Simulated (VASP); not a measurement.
# NbP (zincblende type) (F-43m) in VASP: further runs

NbP (zincblende type) is run at these levels: PBE; tasks: relaxation of cell and atoms, single point.

All numbers are computed with VASP 6.6.1; they aren't measurements. Logs are shortened: lines on timing, memory, paths and dates and some standing lists are left out, and cuts for length are marked.

### 1 The cell of the first run

The structure is cubic, space group F-43m (No. 216). Conventional cell: a = 5.644 Å, b = 5.644 Å, c = 5.644 Å, α = 90.00°, β = 90.00°, γ = 90.00°. Within 3.2 Å of Nb (site symmetry -43m) lie 4 P at 2.44 Å. P (site symmetry -43m) has 4 Nb at 2.44 Å within 3.2 Å.

### 2 Relaxation of cell and atoms, PBE

Contents of INCAR:

```
ALGO     = Normal         # electronic algorithm
EDIFF    = 1E-7           # SCF threshold, eV
EDIFFG   = -0.005         # ionic threshold
ENCUT    = 500            # plane-wave cutoff, eV
GGA      = PE             # functional
GGA_COMPAT= False        
IBRION   = 2              # ionic algorithm
ISIF     = 3              # what is computed and relaxed
ISMEAR   = -1             # smearing method
LASPH    = True           # aspherical terms in the spheres
LCHARG   = False          # write CHGCAR
LREAL    = False          # projectors in reciprocal space
LWAVE    = False          # write WAVECAR
NELM     = 120            # most SCF steps
NELMIN   = 4            
NSW      = 60             # ionic steps
PREC     = Accurate       # precision mode
SIGMA    = 0.08           # smearing width, eV
```

Contents of KPOINTS:

```
k-points
0
Gamma
  12 12 12
```

Contents of POSCAR:

```
NbP
1.0
    0.0000000000      2.8219220654      2.8219220654
    2.8219220654      0.0000000000      2.8219220654
    2.8219220654      2.8219220654      0.0000000000
Nb P
1 1
Direct
    0.0000000000      0.0000000000      0.0000000000
    0.2500000000      0.2500000000      0.2500000000
```

Potentials or basis: VASP PAW PBE potentials, release 64 (Nb_sv, P).

The run is started by

```sh
> cat potpaw_PBE.64/Nb_sv/POTCAR potpaw_PBE.64/P/POTCAR > POTCAR
> mpirun -np 1 vasp_std > vasp.out
```

OUTCAR:

```text
EDIFF = 1E-7
   EDIFFG = -0.005
   ENCUT = 500
   GGA = PE
   IBRION = 2
   ISIF = 3
   ISMEAR = -1
   LASPH = True
   LREAL = False
   NELM = 120
   NELMIN = 4
   NSW = 60
   PREC = Accurate

 ion  position               nearest neighbor table
   1  0.000  0.000  0.000-   2 2.44   2 2.44   2 2.44   2 2.44
   2  0.250  0.250  0.250-   1 2.44   1 2.44   1 2.44   1 2.44

  LATTYP: Found a face centered cubic cell.
 ALAT       =     5.6438441308

  Lattice vectors:

 A1 = (   0.0000000000,   2.8219220654,   2.8219220654)
 A2 = (   2.8219220654,   0.0000000000,   2.8219220654)
 A3 = (   2.8219220654,   2.8219220654,   0.0000000000)

Analysis of symmetry for initial positions (statically):
=====================================================================
 Subroutine PRICEL returns:
 Original cell was already a primitive cell.

 Routine SETGRP: Setting up the symmetry group for a
 face centered cubic supercell.

 Subroutine GETGRP returns: Found 24 space group operations
 (whereof 24 operations were pure point group operations)
 out of a pool of 48 trial point group operations.

The static configuration has the point symmetry T_d .

Analysis of symmetry for dynamics (positions and initial velocities):
=====================================================================
 Subroutine PRICEL returns:
 Original cell was already a primitive cell.

 Routine SETGRP: Setting up the symmetry group for a
 face centered cubic supercell.

 Subroutine GETGRP returns: Found 24 space group operations
 (whereof 24 operations were pure point group operations)
 out of a pool of 48 trial point group operations.

The dynamic configuration has the point symmetry T_d .

 Subroutine INISYM returns: Found 24 space group operations
 (whereof 24 operations are pure point group operations),
 and found     1 'primitive' translations

----------------------------------------------------------------------------------------

                                     Primitive cell

  volume of cell :      44.9433

  direct lattice vectors                    reciprocal lattice vectors
     0.000000000  2.821922065  2.821922065    -0.177184199  0.177184199  0.177184199
     2.821922065  0.000000000  2.821922065     0.177184199 -0.177184199  0.177184199
     2.821922065  2.821922065  0.000000000     0.177184199  0.177184199 -0.177184199

  length of vectors
     3.990800457  3.990800457  3.990800457     0.306892034  0.306892034  0.306892034
[... 96 lines left out ...]
   ISMEAR =    -1;   SIGMA  =   0.08  broadening in eV -4-tet -1-fermi 0-gaus
   EFERMI_NEDOS =   21; number of points for ismear=-14 and -15
   IALGO  =     38    algorithm
   IMIX   =      4    mixing-type and parameters
     AMIX     =   0.40;   BMIX     =  1.00
     AMIX_MAG =   1.60;   BMIX_MAG =  1.00
  volume/ion in A,a.u.               =      22.47       151.65
  Fermi-wavevector in a.u.,A,eV,Ry     =   1.206732  2.280392 19.812816  1.456201
  Thomas-Fermi vector in A             =   2.342390
   LORBIT       =      0    0 simple, 1 ext, 2 COOP (PROOUT), +10 PAW based schemes
   GGA     = PE    functional components
   LHFCALC =     F    Hartree Fock is set to
   AEXX    =    0.0000 exact exchange contribution
   IVDW    =     0    specifies the selected vdW correction
   LEPSILON=     F    determine dielectric tensor
   LRPA    =     F    only Hartree local field effects (RPA)
 conjugate gradient relaxation of ions
 non-spin polarized calculation
  energy-cutoff  :      500.00
  volume of cell :       44.94
 maximum number of plane-waves:      1159
 NGX is ok and might be reduce to    30
   NGX = 15   NGY = 15   NGZ = 15

--------------------------------------- Ionic step        1  -------------------------------------------

 number of electron      17.9999999 magnetization

 Free energy of the ion-electron system (eV)
  ---------------------------------------------------
  ext. energy  EPLUGINS =         0.00000000
  ---------------------------------------------------
  free energy    TOTEN  =       -15.75428053 eV

  energy without entropy =      -15.70554670  energy(sigma->0) =      -15.72991361

------------------------ aborting loop because EDIFF is reached ----------------------------------------

  FORCE on cell =-STRESS in cart. coord.  units (eV):
  Direction    XX          YY          ZZ          XY          YZ          ZX
  --------------------------------------------------------------------------------------
  -------------------------------------------------------------------------------------
  Total       -0.9422397     -0.9422397     -0.9422397      0.0000000      0.0000000      0.0000000
  in kB      -33.5897627    -33.5897627    -33.5897627      0.0000000      0.0000000      0.0000000
  external PRESSURE =     -33.5897627 kB  Pullay stress =       0.0000000 kB
[... 59 lines left out ...]
--------------------------------------- Ionic step        3  -------------------------------------------

 number of electron      18.0000000 magnetization

 Free energy of the ion-electron system (eV)
  ---------------------------------------------------
  ext. energy  EPLUGINS =         0.00000000
  ---------------------------------------------------
  free energy    TOTEN  =       -15.76986146 eV

  energy without entropy =      -15.72388334  energy(sigma->0) =      -15.74687240

 E-fermi :   6.9853     XC(G=0): -10.2564

 val. band max:        6.9823345914   @ k =   0.0833   0.0000   0.0000
 cond. band min:       7.0124606104   @ k =   0.4167   0.0833   0.0000
 fundamental gap:      0.0301260190
 Fermi energy:         6.9852892254

 k-point     1 :       0.0000    0.0000    0.0000
  band No.  band energies     occupation
      1     -48.3048      2.00000
      2     -24.3750      2.00000
      3     -24.3750      2.00000
      4     -24.3750      2.00000
      5      -4.4071      2.00000
      6       3.2609      2.00000
      7       3.2609      2.00000
      8       3.2609      2.00000
      9       7.0171      0.80369
     10       7.0171      0.80369
     11       9.8606      0.00000
     12      12.6481      0.00000
     13      12.6481      0.00000
[... 354 lines left out ...]
  band No.  band energies     occupation
      1     -48.2987      2.00000
      2     -24.4628      2.00000
      3     -24.4053      2.00000
      4     -24.3923      2.00000
      5      -3.2599      2.00000
      6       2.8936      2.00000
      7       3.5057      2.00000
      8       3.9187      2.00000
      9       6.9474      1.23230
     10       7.2230      0.09749
     11       7.9283      0.00002
     12      10.1412      0.00000
     13      10.6040      0.00000

 [... further k-points ...]
[... 5 lines left out ...]
  --------------------------------------------------------------------------------------
  -------------------------------------------------------------------------------------
  Total       -0.0053456     -0.0053456     -0.0053456     -0.0000000      0.0000000      0.0000000
  in kB       -0.1968514     -0.1968514     -0.1968514     -0.0000000      0.0000000      0.0000000
  external PRESSURE =      -0.1968514 kB  Pullay stress =       0.0000000 kB
[... 17 lines left out ...]
  FREE ENERGIE OF THE ION-ELECTRON SYSTEM (eV)
  ---------------------------------------------------
  free  energy   TOTEN  =       -15.7698614628 eV

  energy  without entropy=      -15.7238833383  energy(sigma->0) =      -15.74687240

 reached required accuracy - stopping structural energy minimisation
```

Wall time 3.8 min (1 thread of Intel Xeon Platinum 8259CL at 2.50GHz (Skylake/Cascade Lake), shared host); peak memory 0.19 GiB.

Results:

```yaml
Free_energy: -15.7699 eV
Relaxed_volume: 21.75 Å³/atom
Relaxed_cell: a = 3.948 Å, b = 3.948 Å, c = 3.948 Å, α = 60.00°, β = 60.00°, γ = 60.00°
Space_group_after_relaxing_to_0.05_Å: F-43m (No. 216)
Energy_gained_by_relaxing: 7.8 meV/atom
Ionic_steps: 3
Pressure_after_relaxing: 0.0 GPa
Band_gap_on_the_k_mesh: zero (band 9 reaches 7.50 eV, above the bottom of band 10 at 6.89 eV)
```

The path:
| step | energy change (eV) | largest force (eV/Å) | pressure (GPa) | volume (Å³) |
| --- | --- | --- | --- | --- |
| 1 | 0.0000 | 0.0000 | -3.36 | 44.94 |
| 2 | 0.0046 | 0.0000 | 4.29 | 41.95 |
| 3 | -0.0156 | 0.0000 | -0.02 | 43.51 |

Final structure:
```cif
data_structure
_symmetry_space_group_name_H-M 'P 1'
_symmetry_Int_Tables_number 1
_cell_length_a 3.9479
_cell_length_b 3.9479
_cell_length_c 3.9479
_cell_angle_alpha 60.000
_cell_angle_beta 60.000
_cell_angle_gamma 60.000
_cell_volume 43.51
loop_
_atom_site_label
_atom_site_type_symbol
_atom_site_fract_x
_atom_site_fract_y
_atom_site_fract_z
_atom_site_occupancy
Nb1 Nb 0.00000 0.00000 0.00000 1
P1 P 0.25000 0.25000 0.25000 1
```

### 3 Single point, PBE (volume scaled by 0.5)

Contents of INCAR:

```
SYSTEM = NbP
PREC = Accurate ; ENCUT = 500
EDIFF = 1E-6 ; ISMEAR = -1
SIGMA = 0.08 ; LREAL = .False.
LASPH = .True. ; NELM = 120
ALGO = Normal ; ISIF = 2
LWAVE = .False. ; LCHARG = .True.
GGA = PE ; LELF = .True.
LVHAR = .True. ; NBANDS = 16
GGA_COMPAT = .False.
```

Contents of KPOINTS:

```
Automatic mesh
0
Gamma
  12 12 12
  0 0 0
```

Contents of POSCAR:

```
NbP
1.0
    0.0000000000      2.2172923856      2.2172923856
    2.2172923856      0.0000000000      2.2172923856
    2.2172923856      2.2172923856      0.0000000000
Nb P
1 1
Direct
    0.0000000000      0.0000000000      0.0000000000
    0.2500000000      0.2500000000      0.2500000000
```

Potentials or basis: VASP PAW PBE potentials, release 64 (Nb_sv, P).

The run is started by

```sh
> cat potpaw_PBE.64/Nb_sv/POTCAR potpaw_PBE.64/P/POTCAR > POTCAR
> mpirun -np 1 vasp_std > vasp.out
```

It took 16 s on 1 thread of Intel Xeon Platinum 8375C at 2.90GHz (Ice Lake), shared host; peak memory 0.15 GiB.

The run converged. Its results:

```
Free energy            : -4.9978 eV
Pressure               : 269.8 GPa
Band gap on the k mesh : zero (band 9 reaches 17.44 eV, above the bottom of band 10 at 15.26 eV)
```

Levels at points of the mesh, in eV from the Fermi level:
| k point | band 7 | band 8 | band 9 | band 10 | band 11 | band 12 |
| --- | --- | --- | --- | --- | --- | --- |
| (0.00, 0.00, 0.00) | -5.94 | -5.94 | -0.54 | -0.54 | 6.22 | 8.27 |
| (0.50, 0.00, 0.00) | -5.23 | -4.63 | 1.31 | 1.31 | 3.36 | 6.26 |
| (0.50, 0.50, 0.00) | -1.80 | -0.69 | -0.69 | 2.82 | 3.00 | 3.00 |

Caveat: the cell differs from its parent crystal (volume scaled by 0.5).
